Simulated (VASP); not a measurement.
# ZnS (F-43m) in VASP: a series of runs, part 3 of 3

VASP 6.6.1.

## (5) Vibrations by perturbation theory, LDA

This run uses another cell than the first one, of 16.20 Å³/atom.

INCAR

```
ALGO = Normal
EDIFF = 1E-8
ENCUT = 520
GGA = CA
IBRION = 8
ISIF = 2
ISMEAR = 0
LASPH = True
LCHARG = True
LEPSILON = True
LREAL = False
LWAVE = False
NELM = 100
NSW = 1
PREC = Accurate
SIGMA = 0.01
```

KPOINTS

```
k-points
0
Gamma
  10 10 10
```

POSCAR

```
ZnS
1.0
    0.0000000000      2.5304772033      2.5304772033
    2.5304772033      0.0000000000      2.5304772033
    2.5304772033      2.5304772033      0.0000000000
Zn S
1 1
Direct
    0.0000000000      0.0000000000      0.0000000000
    0.7500000000      0.7500000000      0.7500000000
```

Potentials or basis: VASP PAW LDA potentials, release 64 (Zn, S).

Launch:

```bash
$ cat potpaw_LDA.64/Zn/POTCAR potpaw_LDA.64/S/POTCAR > POTCAR
$ mpirun -np 1 vasp_std > vasp.out
```

OUTCAR:

```text
EDIFF = 1E-8
   ENCUT = 520
   GGA = CA
   IBRION = 8
   ISIF = 2
   ISMEAR = 0
   LASPH = True
   LEPSILON = True
   LREAL = False
   NELM = 100
   NSW = 1
   PREC = Accurate

 ion  position               nearest neighbor table
   1  0.000  0.000  0.000-   2 2.19   2 2.19   2 2.19   2 2.19
   2  0.750  0.750  0.750-   1 2.19   1 2.19   1 2.19   1 2.19

  LATTYP: Found a face centered cubic cell.
 ALAT       =     5.0609544066

  Lattice vectors:

 A1 = (   0.0000000000,   2.5304772033,   2.5304772033)
 A2 = (   2.5304772033,   0.0000000000,   2.5304772033)
 A3 = (   2.5304772033,   2.5304772033,   0.0000000000)

Analysis of symmetry for initial positions (statically):
=====================================================================
 Subroutine PRICEL returns:
 Original cell was already a primitive cell.

 Routine SETGRP: Setting up the symmetry group for a
 face centered cubic supercell.

 Subroutine GETGRP returns: Found 24 space group operations
 (whereof 24 operations were pure point group operations)
 out of a pool of 48 trial point group operations.

The static configuration has the point symmetry T_d .

Analysis of symmetry for dynamics (positions and initial velocities):
=====================================================================
 Subroutine PRICEL returns:
 Original cell was already a primitive cell.

 Routine SETGRP: Setting up the symmetry group for a
 face centered cubic supercell.

 Subroutine GETGRP returns: Found 24 space group operations
[... 642 lines left out ...]
          XX          YY          ZZ          XY          YZ          ZX
  --------------------------------------------------------------------------------
  x    -0.00000     0.00000     0.00000     0.00000     0.60046     0.00000
  y    -0.00000     0.00000    -0.00000     0.00000     0.00000     0.60046
  z    -0.00000    -0.00000     0.00000     0.60046     0.00000     0.00000

 BORN EFFECTIVE CHARGES (including local field effects) (in |e|, cummulative output)
 ---------------------------------------------------------------------------------
 ion    1
    1     1.71757     0.00000     0.00000
    2     0.00000     1.71757     0.00000
    3     0.00000     0.00000     1.71757
 ion    2
    1    -1.71757     0.00000     0.00000
    2     0.00000    -1.71757     0.00000
    3     0.00000     0.00000    -1.71757

 INTERNAL STRAIN TENSOR FOR ION    2 for displacements in x,y,z  (eV/Angst):
          X           Y           Z          XY          YZ          ZX
  --------------------------------------------------------------------------------
  x    -0.00000     0.00000     0.00000     0.00000    13.18254     0.00000
  y     0.00000     0.00000     0.00000     0.00000     0.00000    13.18254
  z     0.00000     0.00000    -0.00000    13.18254     0.00000     0.00000

 SECOND DERIVATIVES (NOT SYMMETRIZED)
 ------------------------------------
               1X          1Y          1Z          2X          2Y          2Z
  1X   -10.614465    0.000000    0.000000   10.614465    0.000000    0.000000
  1Y     0.000000  -10.614465    0.000000    0.000000   10.614465    0.000000
  1Z     0.000000    0.000000  -10.614465    0.000000    0.000000   10.614465
  2X    10.593995    0.000000    0.000000  -10.593995    0.000000    0.000000
  2Y     0.000000   10.593995    0.000000    0.000000  -10.593995    0.000000
  2Z     0.000000    0.000000   10.593995    0.000000    0.000000  -10.593995

 Eigenvectors and eigenvalues of the dynamical matrix
 ----------------------------------------------------

   1 f  =   10.973493 THz    68.948491 2PiTHz  366.036330 cm-1    45.382701 meV
             X         Y         Z           dx          dy          dz
      0.000000  0.000000  0.000000     0.000000    0.573983    0.000000
      3.795716  3.795716  3.795716     0.000000   -0.818867    0.000000
[... 21 lines left out ...]
   6 f/i=    0.004978 THz     0.031279 2PiTHz    0.166054 cm-1     0.020588 meV
             X         Y         Z           dx          dy          dz
      0.000000  0.000000  0.000000     0.000000    0.000000    0.818867
      3.795716  3.795716  3.795716     0.000000    0.000000    0.573983

--------------------------------------------------------------------------------------------------------

 MACROSCOPIC STATIC DIELECTRIC TENSOR IONIC CONTRIBUTION
 ------------------------------------------------------
           1.553375     0.000000     0.000000
           0.000000     1.553375     0.000000
           0.000000     0.000000     1.553375
 ------------------------------------------------------

 ELASTIC MODULI CONTR FROM IONIC RELAXATION (kBar)
 Direction    XX          YY          ZZ          XY          YZ          ZX
 --------------------------------------------------------------------------------
 XX          -0.0000      0.0000      0.0000     -0.0000      0.0000      0.0000
 YY           0.0000     -0.0000      0.0000     -0.0000     -0.0000      0.0000
 ZZ           0.0000      0.0000     -0.0000      0.0000     -0.0000      0.0000
 XY          -0.0000     -0.0000      0.0000   -809.2554      0.0000      0.0000
 YZ           0.0000     -0.0000     -0.0000      0.0000   -809.2554      0.0000
 ZX           0.0000      0.0000      0.0000      0.0000      0.0000   -809.2554
 --------------------------------------------------------------------------------

 PIEZOELECTRIC TENSOR IONIC CONTR  for field in x, y, z        (C/m^2)
          XX          YY          ZZ          XY          YZ          ZX
  --------------------------------------------------------------------------------
  x     0.00000    -0.00000    -0.00000     0.00000    -1.05500     0.00000
  y     0.00000     0.00000     0.00000     0.00000     0.00000    -1.05500
  z    -0.00000    -0.00000     0.00000    -1.05500     0.00000     0.00000
```

Run time: 15 min. Hardware: 1 thread of Intel Xeon 8259CL, shared host; peak memory 0.31 GiB.

What came out:

| Property | Result |
| --- | --- |
| Electronic dielectric tensor (diagonal) | 6.19 |
| Born charges (mean of the diagonal) | Zn +1.72; S -1.72 e |
| Highest phonon frequency at Γ, LO-TO splitting left out | 366 cm⁻¹ |

Phonon frequencies in cm⁻¹ (negative: imaginary):
```
              q point        frequencies
(0.000, 0.000, 0.000)  0 0 0 366 366 366
```

Electronic dielectric tensor:
```
6.19 0.00 0.00
0.00 6.19 0.00
0.00 0.00 6.19
```

Born effective charge tensors (e):
atom 1, Zn
```
1.72 0.00 0.00
0.00 1.72 0.00
0.00 0.00 1.72
```
atom 2, S
```
-1.72  0.00  0.00
 0.00 -1.72  0.00
 0.00  0.00 -1.72
```

Caveat: the cell stands under pressure or tension, which shifts response properties.
